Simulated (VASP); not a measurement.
# Al (Fm-3m) in VASP: density of states with PBEsol

Aim: the density of states of Al with PBEsol.

All numbers are computed with VASP 6.6.1; they aren't measurements. Logs are shortened: lines on timing, memory, paths and dates and some standing lists are left out, and cuts for length are marked.

## Step 1: The cell of the first run

It takes space group Fm-3m (No. 225, cubic). Conventional cell: a = 4.050 Å, b = 4.050 Å, c = 4.050 Å, α = 90.00°, β = 90.00°, γ = 90.00°. Within 3.8 Å of Al (site symmetry m-3m) lie 12 Al at 2.86 Å.

## Step 2: Density of states, PBEsol

Contents of POSCAR:

```
Al
1.0
    0.0000000000      2.0248050000      2.0248050000
    2.0248050000      0.0000000000      2.0248050000
    2.0248050000      2.0248050000      0.0000000000
Al
1
Direct
    0.0000000000      0.0000000000      0.0000000000
```

Contents of INCAR.step1:

```
PREC = Accurate ; ENCUT = 400
EDIFF = 1E-6 ; ISMEAR = 0
SIGMA = 0.05 ; LREAL = F
LASPH = T ; NELM = 120
ALGO = Normal ; ISIF = 2
LWAVE = F ; LCHARG = T
GGA = PS ; NBANDS = 8
GGA_COMPAT = F ; NEDOS = 2001
LORBIT = 11
```

Contents of KPOINTS.step1:

```
Automatic mesh
0
Gamma
  14 14 14
```

Contents of INCAR.step2:

```
PREC = Accurate ; ENCUT = 400
EDIFF = 1E-6 ; ISMEAR = -5
SIGMA = 0.05 ; LREAL = F
LASPH = T ; NELM = 120
ALGO = Normal ; ISIF = 2
LWAVE = F ; LCHARG = F
GGA = PS ; LORBIT = 11
NEDOS = 2001 ; ICHARG = 11
GGA_COMPAT = F
```

Contents of KPOINTS.step2:

```
Automatic mesh
0
Gamma
  21 21 21
```

Potentials or basis: VASP PAW PBE potentials, release 64 (Al).

On the command line:

```bash
> cat potpaw_PBE.64/Al/POTCAR > POTCAR
> cp INCAR.step1 INCAR
> cp KPOINTS.step1 KPOINTS
> mpirun -np 1 vasp_std > vasp.out
> cp INCAR.step2 INCAR
> cp KPOINTS.step2 KPOINTS
> mpirun -np 1 vasp_std > vasp.out
```

OUTCAR:

```text
PREC = Accurate
   ENCUT = 400
   EDIFF = 1E-6
   ISMEAR = -5
   LREAL = F
   LASPH = T
   NELM = 120
   ISIF = 2
   GGA = PS
   LORBIT = 11
   ICHARG = 11

 ion  position               nearest neighbor table
   1  0.000  0.000  0.000-

  LATTYP: Found a face centered cubic cell.
 ALAT       =     4.0496100000

  Lattice vectors:

 A1 = (   0.0000000000,   2.0248050000,   2.0248050000)
 A2 = (   2.0248050000,   0.0000000000,   2.0248050000)
 A3 = (   2.0248050000,   2.0248050000,   0.0000000000)

Analysis of symmetry for initial positions (statically):
=====================================================================
 Subroutine PRICEL returns:
 Original cell was already a primitive cell.

 Routine SETGRP: Setting up the symmetry group for a
 face centered cubic supercell.

 Subroutine GETGRP returns: Found 48 space group operations
 (whereof 48 operations were pure point group operations)
 out of a pool of 48 trial point group operations.

The static configuration has the point symmetry O_h .

Analysis of symmetry for dynamics (positions and initial velocities):
=====================================================================
 Subroutine PRICEL returns:
 Original cell was already a primitive cell.

 Routine SETGRP: Setting up the symmetry group for a
 face centered cubic supercell.

 Subroutine GETGRP returns: Found 48 space group operations
 (whereof 48 operations were pure point group operations)
 out of a pool of 48 trial point group operations.

The dynamic configuration has the point symmetry O_h .

 Subroutine INISYM returns: Found 48 space group operations
 (whereof 48 operations are pure point group operations),
 and found     1 'primitive' translations

----------------------------------------------------------------------------------------

                                     Primitive cell

  volume of cell :      16.6027

  direct lattice vectors                    reciprocal lattice vectors
     0.000000000  2.024805000  2.024805000    -0.246937359  0.246937359  0.246937359
     2.024805000  0.000000000  2.024805000     0.246937359 -0.246937359  0.246937359
     2.024805000  2.024805000  0.000000000     0.246937359  0.246937359 -0.246937359

  length of vectors
     2.863506692  2.863506692  2.863506692     0.427708053  0.427708053  0.427708053

  position of ions in fractional coordinates (direct lattice)
     0.000000000  0.000000000  0.000000000

  ion indices of the primitive-cell ions
   primitive index   ion index
                 1           1

----------------------------------------------------------------------------------------

 KPOINTS: Automatic mesh

Automatic generation of k-mesh.
 Grid dimensions read from file:
 generate k-points for:   21   21   21

 Generating k-lattice:

  Cartesian coordinates                     Fractional coordinates (reciprocal lattice)
    -0.011758922  0.011758922  0.011758922     0.047619048  0.000000000  0.000000000
     0.011758922 -0.011758922  0.011758922     0.000000000  0.047619048  0.000000000
     0.011758922  0.011758922 -0.011758922     0.000000000  0.000000000  0.047619048

  Length of vectors
     0.020367050  0.020367050  0.020367050

  Shift w.r.t. Gamma in fractional coordinates (k-lattice)
     0.000000000  0.000000000  0.000000000

 TETIRR: Found   1276 inequivalent tetrahedra from    55566

 Subroutine IBZKPT returns following result:
 ===========================================

 Found    286 irreducible k-points:

 Following reciprocal coordinates:
            Coordinates               Weight
  0.000000  0.000000  0.000000      1.000000
  0.047619  0.000000  0.000000      8.000000
  0.095238  0.000000  0.000000      8.000000
  0.142857  0.000000  0.000000      8.000000
  0.190476  0.000000  0.000000      8.000000
  0.238095  0.000000  0.000000      8.000000
[... 16 lines left out ...]
 -0.428571  0.047619  0.000000     24.000000
 -0.380952  0.047619  0.000000     24.000000
 [... further k-points ...]
   k-points           NKPTS =    286   k-points in BZ     NKDIM =    286   number of bands    NBANDS=      5
   number of dos      NEDOS =   2001   number of ions     NIONS =      1
   total plane-waves  NPLWV =   8000
   dimension x,y,z NGX =    20 NGY =   20 NGZ =   20
   dimension x,y,z NGXF=    40 NGYF=   40 NGZF=   40
   ions per type =               1
   NGX,Y,Z   is equivalent  to a cutoff of  11.61, 11.61, 11.61 a.u.
   NGXF,Y,Z  is equivalent  to a cutoff of  23.22, 23.22, 23.22 a.u.
 SYSTEM =  unknown system
   PREC   = accura    normal or accurate (medium, high low for compatibility)
   ISTART =      0    job   : 0-new  1-cont  2-samecut
   ICHARG =     11    charge: 1-file 2-atom 10-const
   ISPIN  =      1    spin polarized calculation?
   LNONCOLLINEAR =      F non collinear calculations
   LSORBIT =      F    spin-orbit coupling
   LASPH  =      T    aspherical Exc in radial PAW
   ENCUT  =  400.0 eV  29.40 Ry    5.42 a.u.   4.67  4.67  4.67*2*pi/ulx,y,z
   NELM   =    120;   NELMIN=  2; NELMDL=  0     # of ELM steps
   EDIFF  = 0.1E-05   stopping-criterion for ELM
   LREAL  =      F    real-space projection
   EDIFFG = 0.1E-04   stopping-criterion for IOM
   NSW    =      0    number of steps for IOM
   IBRION =     -1    ionic relax: 0-MD 1-quasi-New 2-CG
   NFREE  =      0    steps in history (QN), initial steepest desc. (CG)
   ISIF   =      2    stress and relaxation
   ISYM   =      2    0-nonsym 1-usesym 2-fastsym
   POTIM  = 0.5000    time-step for ionic-motion
   TEBEG  =    0.0;   TEEND  =   0.0 temperature during run
   PSTRESS=    0.0 pullay stress
   NELECT =       3.0000    total number of electrons
   NUPDOWN=      -1.0000    fix difference up-down
   EMIN   =  10.00;   EMAX   =-10.00  energy-range for DOS
   EFERMI =   0.00;   METHOD = LEGACY
   ISMEAR =    -5;   SIGMA  =   0.05  broadening in eV -4-tet -1-fermi 0-gaus
   EFERMI_NEDOS =   21; number of points for ismear=-14 and -15
   IALGO  =     38    algorithm
   IMIX   =      4    mixing-type and parameters
     AMIX     =   0.40;   BMIX     =  1.00
     AMIX_MAG =   1.60;   BMIX_MAG =  1.00
  volume/ion in A,a.u.               =      16.60       112.04
  Fermi-wavevector in a.u.,A,eV,Ry     =   0.925526  1.748991 11.654733  0.856599
  Thomas-Fermi vector in A             =   2.051390
   LORBIT       =     11    0 simple, 1 ext, 2 COOP (PROOUT), +10 PAW based schemes
   GGA     = PS    functional components
   LHFCALC =     F    Hartree Fock is set to
   AEXX    =    0.0000 exact exchange contribution
   IVDW    =     0    specifies the selected vdW correction
   LEPSILON=     F    determine dielectric tensor
   LRPA    =     F    only Hartree local field effects (RPA)
 non-spin polarized calculation
 Fermi weights with tetrahedron method with Bloechl corrections
  energy-cutoff  :      400.00
  volume of cell :       16.60
 maximum number of plane-waves:       313

 number of electron       3.0000000 magnetization

 Free energy of the ion-electron system (eV)
  ---------------------------------------------------
  ext. energy  EPLUGINS =         0.00000000
  ---------------------------------------------------
  free energy    TOTEN  =        -4.08968588 eV

  energy without entropy =       -4.08968588  energy(sigma->0) =       -4.08968588

 E-fermi :   7.9160     XC(G=0): -10.2347

 val. band max:        8.0213573651   @ k =  -0.2857   0.2857   0.0000
 cond. band min:       7.7941510199   @ k =  -0.3810   0.3810   0.0476
 fundamental gap:     -0.2272063452
 Fermi energy:         7.9159526349

 k-point     1 :       0.0000    0.0000    0.0000
  band No.  band energies     occupation
      1      -3.2018      2.00000
      2      20.4483      0.00000
      3      20.4483      0.00000
      4      20.4483      0.00000
      5      21.8900      0.00000

 k-point     2 :       0.0476    0.0000    0.0000
  band No.  band energies     occupation
      1      -3.1404      2.00000
      2      19.2307      0.00000
      3      20.2002      0.00000
      4      20.2002      0.00000
      5      22.2336      0.00000

 k-point     3 :       0.0952    0.0000    0.0000
  band No.  band energies     occupation
      1      -2.9564      2.00000
      2      17.3605      0.00000
      3      19.7610      0.00000
      4      19.7610      0.00000
      5      22.5778      0.00000

 k-point     4 :       0.1429    0.0000    0.0000
  band No.  band energies     occupation
      1      -2.6503      2.00000
      2      15.4413      0.00000
      3      19.3486      0.00000
      4      19.3486      0.00000
      5      22.4767      0.00000

 k-point     5 :       0.1905    0.0000    0.0000
  band No.  band energies     occupation
      1      -2.2229      2.00000
      2      13.5601      0.00000
      3      19.0150      0.00000
      4      19.0150      0.00000
      5      22.3249      0.00000

 k-point     6 :       0.2381    0.0000    0.0000
  band No.  band energies     occupation
      1      -1.6752      2.00000
      2      11.7470      0.00000
      3      18.7745      0.00000
      4      18.7745      0.00000
      5      22.1974      0.00000
[... 113 lines left out ...]
 k-point    21 :       0.4762    0.0476    0.0000
  band No.  band energies     occupation
      1       2.4737      2.00000
      2       4.5385      2.00000
      3      18.0406      0.00000
      4      18.2218      0.00000
      5      19.3500      0.00000

 k-point    22 :      -0.4762    0.0476    0.0000
  band No.  band energies     occupation
      1       3.2406      2.00000
      2       3.6997      2.00000
      3      17.8114      0.00000
      4      18.3754      0.00000
      5      19.6959      0.00000

 k-point    23 :      -0.4286    0.0476    0.0000
  band No.  band energies     occupation
      1       2.1005      2.00000
      2       4.9834      2.00000
      3      17.5059      0.00000
      4      18.8126      0.00000
      5      19.9434      0.00000

 k-point    24 :      -0.3810    0.0476    0.0000
  band No.  band energies     occupation
      1       1.0521      2.00000
      2       6.3903      2.00000
      3      17.3061      0.00000
      4      19.3431      0.00000
      5      19.7463      0.00000

 [... further k-points ...]

------------------------ aborting loop because EDIFF is reached ----------------------------------------

  FORCE on cell =-STRESS in cart. coord.  units (eV):
  Direction    XX          YY          ZZ          XY          YZ          ZX
  --------------------------------------------------------------------------------------
  -------------------------------------------------------------------------------------
  Total       -0.2252784     -0.2252784     -0.2252784     -0.0000000     -0.0000000      0.0000000
  in kB      -21.7395452    -21.7395452    -21.7395452     -0.0000000     -0.0000000      0.0000000
  external PRESSURE =     -21.7395452 kB  Pullay stress =       0.0000000 kB

 VOLUME and BASIS-vectors are now :
 -----------------------------------------------------------------------------
  energy-cutoff  :      400.00
  volume of cell :       16.60
      direct lattice vectors                 reciprocal lattice vectors
     0.000000000  2.024805000  2.024805000    -0.246937359  0.246937359  0.246937359
     2.024805000  0.000000000  2.024805000     0.246937359 -0.246937359  0.246937359
     2.024805000  2.024805000  0.000000000     0.246937359  0.246937359 -0.246937359

 POSITION                                       TOTAL-FORCE (eV/Angst)
 -----------------------------------------------------------------------------------
      0.00000      0.00000      0.00000        -0.000000     -0.000000     -0.000000
 -----------------------------------------------------------------------------------
    total drift:                               -0.000000     -0.000000     -0.000000

  FREE ENERGIE OF THE ION-ELECTRON SYSTEM (eV)
  ---------------------------------------------------
  free  energy   TOTEN  =        -4.0896858846 eV

  energy  without entropy=       -4.0896858846  energy(sigma->0) =       -4.08968588

 total charge

# of ion       s       p       d       tot
------------------------------------------
    1        0.428   0.339   0.000   0.766
```

Wall time 33 s (1 thread of AMD EPYC 7R13, shared host); peak memory 0.1 GiB.

Results:

| Item | Value |
| --- | --- |
| Valence electrons inside the program's atomic spheres | Al 0.77 |

Levels at points of the mesh, in eV from the Fermi level:
| k point | band 1 | band 2 | band 3 | band 4 | band 5 |
| --- | --- | --- | --- | --- | --- |
| (0.00, 0.00, 0.00) | -11.12 | 12.53 | 12.53 | 12.53 | 13.97 |

Caveat: the PAW data sets were made with another functional, which shifts forces and pressure a little; tetrahedron occupations give inexact forces and stress in metals.
